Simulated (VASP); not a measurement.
# MoRh (P-6m2) in VASP: further runs, part 2 of 2

VASP 6.6.1. Earlier steps stand in the parts before.

## Step 3: Single point, LDA

This run uses another cell than the first one, of 13.91 Å³/atom.

INCAR reads:

```
SYSTEM = MoRh
  ALGO = Normal
  EDIFF = 1E-6
  ENCUT = 500
  GGA = CA
  GGA_COMPAT = .FALSE.
  ISIF = 2
  ISMEAR = -1
  LASPH = .TRUE.
  LCHARG = .FALSE.
  LREAL = .FALSE.
  LWAVE = .FALSE.
  NBANDS = 22
  NELM = 120
  PREC = Accurate
  SIGMA = 0.05
```

KPOINTS reads:

```
k-points
0
G
  9 9 5
  0 0 0
```

POSCAR reads:

```
MoRh
1.0
    2.7248878574      0.0000000000      0.0000000000
   -1.3624439287      2.3598221070      0.0000000000
    0.0000000000      0.0000000000      4.3253866242
Mo Rh
1 1
Direct
    0.0000000000      0.0000000000      0.5000000000
    0.3333333333      0.6666666667      0.0000000000
```

Potentials or basis: VASP PAW LDA potentials, release 64 (Mo_sv, Rh_pv).

Run with:

```sh
$ cat potpaw_LDA.64/Mo_sv/POTCAR potpaw_LDA.64/Rh_pv/POTCAR > POTCAR
$ mpirun -np 1 vasp_std > vasp.out
```

OUTCAR:

```text
SYSTEM = MoRh
   EDIFF = 1E-6
   ENCUT = 500
   GGA = CA
   ISIF = 2
   ISMEAR = -1
   LASPH = .TRUE.
   LREAL = .FALSE.
   NELM = 120
   PREC = Accurate

 ion  position               nearest neighbor table
   1  0.000  0.000  0.500-   2 2.67   2 2.67   2 2.67   2 2.67   2 2.67   2 2.67
   2  0.333  0.667  0.000-   1 2.67   1 2.67   1 2.67   1 2.67   1 2.67   1 2.67

  LATTYP: Found a hexagonal cell.
 ALAT       =     2.7248878574
 C/A-ratio  =     1.5873631689

  Lattice vectors:

 A1 = (   2.7248878574,   0.0000000000,   0.0000000000)
 A2 = (  -1.3624439287,   2.3598221070,   0.0000000000)
 A3 = (   0.0000000000,   0.0000000000,   4.3253866242)

Analysis of symmetry for initial positions (statically):
=====================================================================
 Subroutine PRICEL returns:
 Original cell was already a primitive cell.

 Routine SETGRP: Setting up the symmetry group for a
 hexagonal supercell.

 Subroutine GETGRP returns: Found 12 space group operations
 (whereof 12 operations were pure point group operations)
 out of a pool of 24 trial point group operations.

The static configuration has the point symmetry D_3h.

Analysis of symmetry for dynamics (positions and initial velocities):
=====================================================================
 Subroutine PRICEL returns:
 Original cell was already a primitive cell.

 Routine SETGRP: Setting up the symmetry group for a
 hexagonal supercell.

 Subroutine GETGRP returns: Found 12 space group operations
 (whereof 12 operations were pure point group operations)
 out of a pool of 24 trial point group operations.

The dynamic configuration has the point symmetry D_3h.

 Subroutine INISYM returns: Found 12 space group operations
 (whereof 12 operations are pure point group operations),
 and found     1 'primitive' translations

----------------------------------------------------------------------------------------

                                     Primitive cell

  volume of cell :      27.8133

  direct lattice vectors                    reciprocal lattice vectors
     2.724887857  0.000000000  0.000000000     0.366987580  0.211880378  0.000000000
    -1.362443929  2.359822107  0.000000000     0.000000000  0.423760756  0.000000000
     0.000000000  0.000000000  4.325386624     0.000000000  0.000000000  0.231193206

  length of vectors
     2.724887857  2.724887857  4.325386624     0.423760756  0.423760756  0.231193206

  position of ions in fractional coordinates (direct lattice)
     0.000000000  0.000000000  0.500000000
     0.333333333  0.666666667  0.000000000

  ion indices of the primitive-cell ions
   primitive index   ion index
                 1           1
                 2           2

----------------------------------------------------------------------------------------

 KPOINTS: k-points

Automatic generation of k-mesh.
 Grid dimensions read from file:
 generate k-points for:    9    9    5

 Generating k-lattice:

  Cartesian coordinates                     Fractional coordinates (reciprocal lattice)
     0.040776398  0.023542264  0.000000000     0.111111111  0.000000000  0.000000000
     0.000000000  0.047084528  0.000000000     0.000000000  0.111111111  0.000000000
     0.000000000  0.000000000  0.046238641     0.000000000  0.000000000  0.200000000

  Length of vectors
     0.047084528  0.047084528  0.046238641

  Shift w.r.t. Gamma in fractional coordinates (k-lattice)
     0.000000000  0.000000000  0.000000000

 Subroutine IBZKPT returns following result:
 ===========================================

 Found     36 irreducible k-points:

 Following reciprocal coordinates:
            Coordinates               Weight
  0.000000  0.000000  0.000000      1.000000
  0.111111  0.000000  0.000000      6.000000
  0.222222  0.000000  0.000000      6.000000
  0.333333  0.000000  0.000000      6.000000
  0.444444  0.000000  0.000000      6.000000
  0.111111  0.111111  0.000000      6.000000
[... 16 lines left out ...]
  0.333333  0.222222  0.200000     24.000000
  0.333333  0.333333  0.200000      4.000000
 [... further k-points ...]
   k-points           NKPTS =     36   k-points in BZ     NKDIM =     36   number of bands    NBANDS=     22
   number of dos      NEDOS =    301   number of ions     NIONS =      2
   total plane-waves  NPLWV =  12800
   dimension x,y,z NGX =    20 NGY =   20 NGZ =   32
   dimension x,y,z NGXF=    40 NGYF=   40 NGZF=   64
   ions per type =               1   1
   NGX,Y,Z   is equivalent  to a cutoff of  12.20, 12.20, 12.30 a.u.
   NGXF,Y,Z  is equivalent  to a cutoff of  24.40, 24.40, 24.60 a.u.
 SYSTEM =  MoRh
   PREC   = accura    normal or accurate (medium, high low for compatibility)
   ISTART =      0    job   : 0-new  1-cont  2-samecut
   ICHARG =      2    charge: 1-file 2-atom 10-const
   ISPIN  =      1    spin polarized calculation?
   LNONCOLLINEAR =      F non collinear calculations
   LSORBIT =      F    spin-orbit coupling
   LASPH  =      T    aspherical Exc in radial PAW
   ENCUT  =  500.0 eV  36.75 Ry    6.06 a.u.   4.97  4.97  7.89*2*pi/ulx,y,z
   NELM   =    120;   NELMIN=  2; NELMDL= -5     # of ELM steps
   EDIFF  = 0.1E-05   stopping-criterion for ELM
   LREAL  =      F    real-space projection
   EDIFFG = 0.1E-04   stopping-criterion for IOM
   NSW    =      0    number of steps for IOM
   IBRION =     -1    ionic relax: 0-MD 1-quasi-New 2-CG
   NFREE  =      0    steps in history (QN), initial steepest desc. (CG)
   ISIF   =      2    stress and relaxation
   ISYM   =      2    0-nonsym 1-usesym 2-fastsym
   POTIM  = 0.5000    time-step for ionic-motion
   TEBEG  =    0.0;   TEEND  =   0.0 temperature during run
   PSTRESS=    0.0 pullay stress
   NELECT =      29.0000    total number of electrons
   NUPDOWN=      -1.0000    fix difference up-down
   EMIN   =  10.00;   EMAX   =-10.00  energy-range for DOS
   EFERMI =   0.00;   METHOD = LEGACY
   ISMEAR =    -1;   SIGMA  =   0.05  broadening in eV -4-tet -1-fermi 0-gaus
   EFERMI_NEDOS =   21; number of points for ismear=-14 and -15
   IALGO  =     38    algorithm
   IMIX   =      4    mixing-type and parameters
     AMIX     =   0.40;   BMIX     =  1.00
     AMIX_MAG =   1.60;   BMIX_MAG =  1.00
  volume/ion in A,a.u.               =      13.91        93.85
  Fermi-wavevector in a.u.,A,eV,Ry     =   1.660058  3.137054 37.494827  2.755792
  Thomas-Fermi vector in A             =   2.747360
   LORBIT       =      0    0 simple, 1 ext, 2 COOP (PROOUT), +10 PAW based schemes
   GGA     = CA    functional components
   LHFCALC =     F    Hartree Fock is set to
   AEXX    =    0.0000 exact exchange contribution
   IVDW    =     0    specifies the selected vdW correction
   LEPSILON=     F    determine dielectric tensor
   LRPA    =     F    only Hartree local field effects (RPA)
 non-spin polarized calculation
  energy-cutoff  :      500.00
  volume of cell :       27.81
 maximum number of plane-waves:       717
 NGX is ok and might be reduce to    20
   NGX =  9   NGY =  9   NGZ = 15

 number of electron      29.0000011 magnetization

 Free energy of the ion-electron system (eV)
  ---------------------------------------------------
  ext. energy  EPLUGINS =         0.00000000
  ---------------------------------------------------
  free energy    TOTEN  =       -21.06658731 eV

  energy without entropy =      -21.05032396  energy(sigma->0) =      -21.05845563

 E-fermi :  12.9794     XC(G=0): -14.2714

 val. band max:       12.9714708527   @ k =   0.1111   0.1111   0.2000
 cond. band min:      12.9894333750   @ k =   0.1111   0.0000   0.2000
 fundamental gap:      0.0179625223
 Fermi energy:        12.9793528314

 k-point     1 :       0.0000    0.0000    0.0000
  band No.  band energies     occupation
      1     -47.6489      2.00000
      2     -33.7446      2.00000
      3     -33.3129      2.00000
      4     -33.3129      2.00000
      5     -21.9862      2.00000
      6     -21.1244      2.00000
[... 14 lines left out ...]
     21      26.9691      0.00000
     22      29.6725      0.00000

 k-point     2 :       0.1111    0.0000    0.0000
  band No.  band energies     occupation
      1     -47.6217      2.00000
      2     -33.7343      2.00000
      3     -33.3730      2.00000
      4     -33.3274      2.00000
      5     -21.9662      2.00000
      6     -21.3015      2.00000
[... 14 lines left out ...]
     21      27.9213      0.00000
     22      30.2021      0.00000
[... 523 lines left out ...]
     21      24.6192      0.00000
     22      26.7287      0.00000

 k-point    24 :       0.3333    0.3333    0.2000
  band No.  band energies     occupation
      1     -47.3810      2.00000
      2     -33.6695      2.00000
      3     -33.6652      2.00000
      4     -33.6468      2.00000
      5     -22.1295      2.00000
      6     -22.1188      2.00000
[... 14 lines left out ...]
     21      26.3628      0.00000
     22      26.8236      0.00000

 [... further k-points ...]
[... 5 lines left out ...]
  --------------------------------------------------------------------------------------
  -------------------------------------------------------------------------------------
  Total        0.3849885      0.3849885      1.0587887      0.0000000     -0.0000000     -0.0000000
  in kB       22.1771369     22.1771369     60.9911798      0.0000000     -0.0000000     -0.0000000
  external PRESSURE =      35.1151512 kB  Pullay stress =       0.0000000 kB

 VOLUME and BASIS-vectors are now :
 -----------------------------------------------------------------------------
  energy-cutoff  :      500.00
  volume of cell :       27.81
      direct lattice vectors                 reciprocal lattice vectors
     2.724887857  0.000000000  0.000000000     0.366987580  0.211880378  0.000000000
    -1.362443929  2.359822107  0.000000000     0.000000000  0.423760756  0.000000000
     0.000000000  0.000000000  4.325386624     0.000000000  0.000000000  0.231193206

 POSITION                                       TOTAL-FORCE (eV/Angst)
 -----------------------------------------------------------------------------------
      0.00000      0.00000      2.16269        -0.000000      0.000000      0.000000
     -0.00000      1.57321      0.00000         0.000000     -0.000000      0.000000
 -----------------------------------------------------------------------------------
    total drift:                                0.000000     -0.000000     -0.000000

  FREE ENERGIE OF THE ION-ELECTRON SYSTEM (eV)
  ---------------------------------------------------
  free  energy   TOTEN  =       -21.0665873070 eV

  energy  without entropy=      -21.0503239625  energy(sigma->0) =      -21.05845563
```

stdout:

```text
POSCAR found type information on POSCAR MoRh
 POSCAR found :  2 types and       2 ions
 scaLAPACK will be used
 LDA part: xc-table for (Slater(with rela. corr.)+CA(PZ))
 , standard interpolation
 POSCAR, INCAR and KPOINTS ok, starting setup
 FFT: planning ... GRIDC
 FFT: planning ... GRID_SOFT
 FFT: planning ... GRID
 WAVECAR not read
 entering main loop
```

Run time: 12 s. Hardware: 1 thread of Intel Xeon Platinum 8259CL at 2.50GHz (Skylake/Cascade Lake), shared host; peak memory 0.14 GiB.

What came out:

```yaml
Free_energy: -21.0666 eV
Pressure: 3.5 GPa
Band_gap_on_the_k_mesh: zero (an odd number of electrons rules out a gap without spin polarisation)
```

Caveat: the cell stands under pressure.

## Step 4: Single point, LDA

INCAR reads:

```
PREC = Accurate
ENCUT = 500
EDIFF = 1E-6
ISMEAR = -1
SIGMA = 0.05
LREAL = False
LASPH = True
NELM = 120
ALGO = Normal
ISIF = 2
LWAVE = False
LCHARG = True
GGA = CA
LELF = True
LVHAR = True
NBANDS = 22
GGA_COMPAT = False
```

KPOINTS reads:

```
Automatic mesh
0
Gamma
  9 9 5
```

POSCAR reads:

```
MoRh
1.0
    2.7340318449      0.0000000000      0.0000000000
   -1.3670159225      2.3677410325      0.0000000000
    0.0000000000      0.0000000000      4.3399014532
Mo Rh
1 1
Direct
    0.0000000000      0.0000000000      0.5000000000
    0.3333333333      0.6666666667      0.0000000000
```

Run with:

```sh
$ cat potpaw_LDA.64/Mo_sv/POTCAR potpaw_LDA.64/Rh_pv/POTCAR > POTCAR
$ mpirun -np 1 vasp_std > vasp.out
```

It took 13 s on 1 thread of Intel Xeon Platinum 8259CL at 2.50GHz (Skylake/Cascade Lake), shared host; peak memory 0.14 GiB.

The run converged. Its results:

- Free energy: -21.0702 eV
- Pressure: 0.4 GPa
- Band gap on the k mesh: zero (an odd number of electrons rules out a gap without spin polarisation)

Stress tensor (GPa, compression positive):
```
-0.81  0.00  0.00
 0.00 -0.81  0.00
 0.00  0.00  2.72
```

Levels at points of the mesh, in eV from the Fermi level:
| k point | band 11 | band 12 | band 13 | band 14 | band 15 | band 16 | band 17 | band 18 | band 19 | band 20 |
| --- | --- | --- | --- | --- | --- | --- | --- | --- | --- | --- |
| (0.00, 0.00, 0.00) | -2.86 | -2.05 | -1.58 | -1.58 | -0.66 | -0.66 | 1.46 | 2.63 | 2.63 | 10.77 |

## Step 5: Single point, LDA

This run uses another cell than the first one, of 14.19 Å³/atom.

INCAR reads:

```
SYSTEM = MoRh
ALGO     = Normal         ! electronic algorithm
EDIFF    = 1E-6           ! SCF threshold, eV
ENCUT    = 500            ! plane-wave cutoff, eV
GGA      = CA             ! functional
GGA_COMPAT= .False.      
ISIF     = 2              ! what is computed and relaxed
ISMEAR   = -1             ! smearing method
LASPH    = .True.         ! aspherical terms in the spheres
LCHARG   = .True.         ! write CHGCAR
LELF     = .True.         ! ELF
LREAL    = .False.        ! projectors in reciprocal space
LVHAR    = .True.       
LWAVE    = .False.        ! write WAVECAR
NBANDS   = 22             ! bands
NELM     = 120            ! most SCF steps
PREC     = Accurate       ! precision mode
SIGMA    = 0.05           ! smearing width, eV
```

KPOINTS reads:

```
k-points
0
Gamma
  9 9 5
  0 0 0
```

POSCAR reads:

```
MoRh
1.0
    2.7431150739      0.0000000000      0.0000000000
   -1.3715575370      2.3756073395      0.0000000000
    0.0000000000      0.0000000000      4.3543198364
Mo Rh
1 1
Direct
    0.0000000000      0.0000000000      0.5000000000
    0.3333333333      0.6666666667      0.0000000000
```

Run with:

```sh
$ cat potpaw_LDA.64/Mo_sv/POTCAR potpaw_LDA.64/Rh_pv/POTCAR > POTCAR
$ mpirun -np 1 vasp_std > vasp.out
```

Run time: 12 s. Hardware: 1 thread of Intel Xeon Platinum 8259CL at 2.50GHz (Skylake/Cascade Lake), shared host; peak memory 0.14 GiB.

It converged, with:

```yaml
Free_energy: -21.0684 eV
Pressure: -2.6 GPa
Band_gap_on_the_k_mesh: zero (an odd number of electrons rules out a gap without spin polarisation)
```

Stress tensor (GPa, compression positive):
```
-3.66  0.00  0.00
 0.00 -3.66  0.00
 0.00  0.00 -0.47
```

Levels at points of the mesh, in eV from the Fermi level:
| k point | band 11 | band 12 | band 13 | band 14 | band 15 | band 16 | band 17 | band 18 | band 19 | band 20 |
| --- | --- | --- | --- | --- | --- | --- | --- | --- | --- | --- |
| (0.00, 0.00, 0.00) | -2.82 | -2.02 | -1.56 | -1.56 | -0.64 | -0.64 | 1.44 | 2.60 | 2.60 | 10.65 |

## Step 6: The runs side by side

```tsv
cell	k mesh	gap on the mesh (eV)	pressure (GPa)
a = 2.734, b = 2.734, c = 4.340 Å, angles 90.0, 90.0, 120.0°, 2 atoms	8 × 8 × 5	none	1.2
a = 2.725, b = 2.725, c = 4.325 Å, angles 90.0, 90.0, 120.0°, 2 atoms	9 × 9 × 5	none	3.5
a = 2.734, b = 2.734, c = 4.340 Å, angles 90.0, 90.0, 120.0°, 2 atoms	9 × 9 × 5	none	0.4
a = 2.743, b = 2.743, c = 4.354 Å, angles 90.0, 90.0, 120.0°, 2 atoms	9 × 9 × 5	none	-2.6
```

Alike in all rows: task single point; level LDA; potentials or basis VASP PAW LDA potentials, release 64 (Mo_sv, Rh_pv); no spin polarisation; cutoff (eV) 500; smearing fermi-dirac 0.05 eV.

Caveats: the cell stands under pressure (at least some runs).

Total energies depend on the potentials used, so only differences within one code and one set of settings carry meaning.

The gap in the log of VASP goes by the Fermi energy; the results here count the filled bands.